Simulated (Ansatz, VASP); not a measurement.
**Two plane-wave programs on InAs**

Contents of POSCAR:

```
InAs
1.0
    0.0000000000      3.0545915924      3.0545915924
    3.0545915924      0.0000000000      3.0545915924
    3.0545915924      3.0545915924      0.0000000000
In As
1 1
Direct
    0.0000000000      0.0000000000      0.0000000000
    0.2500000000      0.2500000000      0.2500000000
```

File INCAR.step1:

```
SYSTEM = InAs
PREC = Accurate
ENCUT = 520
EDIFF = 1E-5
ISMEAR = -1
SIGMA = 0.02
LREAL = .False.
LASPH = .True.
NELM = 100
ALGO = Normal
ISIF = 2
LWAVE = .True.
LCHARG = .False.
NBANDS = 16
GGA = PE
```

INCAR.step2

```
SYSTEM = InAs
PREC = Accurate
ENCUT = 520
EDIFF = 1E-6
ISMEAR = -1
SIGMA = 0.02
LREAL = .False.
LASPH = .True.
NELM = 100
ALGO = Normal
ISIF = 2
LWAVE = .False.
LCHARG = .False.
GGA = PE
LHFCALC = .True.
AEXX = 0.5
PRECFOCK = Normal
NBANDS = 16
ISTART = 1
```

File KPOINTS:

```
regular mesh
0
Gamma
  4 4 4
  0 0 0
```

Input for Ansatz:

```yaml
crystal:
  lattice:
    - [0.0, 3.0545915924, 3.0545915924]
    - [3.0545915924, 0.0, 3.0545915924]
    - [3.0545915924, 3.0545915924, 0.0]
  atoms:
    - { symbol: In, position: [0.0, 0.0, 0.0] }
    - { symbol: As, position: [0.25, 0.25, 0.25] }
kpoints:
  mp_grid: { grid: [4, 4, 4] }
hamiltonian:
  xc: { exchange: pbe, correlation: pbe, exx: { coeff: 0.5 } }
scf:
  occupations: { method: fermi_dirac, width: 0.02 }
  n_extra_bands: 4
output:
  forces: true
  stress: true
  eigenvalues: true
```

Alike in both runs: task single point; functional PBE-based global hybrid; k mesh 4 × 4 × 4; occupations fermi-dirac, width 0.02 eV; no spin polarisation.

|  | VASP | Ansatz |
| --- | --- | --- |
| version | VASP 6.6.1 | Ansatz 0.2.0 |
| potentials or method | VASP PAW PBE potentials, release 64 (In_d, As) | plane waves |
| plane-wave cutoff (eV) | 520 | 420 |
| valence electrons in the cell | 18 | 28 |

```csv
,VASP,Ansatz,Ansatz less VASP
gap on the k mesh at the Fermi level (eV),2.67,2.59,-0.085
pressure (GPa),-2.6,-2.0,+0.57
```

VASP's potentials were made for PBE, not for PBE-based global hybrid. With one functional, cell and mesh, what is left measures potentials, basis and numerics. VASP's potentials hold 18 valence electrons a cell and Ansatz's 28, so a difference there can come from the potentials and not from the codes. Ansatz's warnings: stress exchange threshold loose, stress scf threshold loose.

The k mesh is coarse, so the values compare programs but aren't converged.
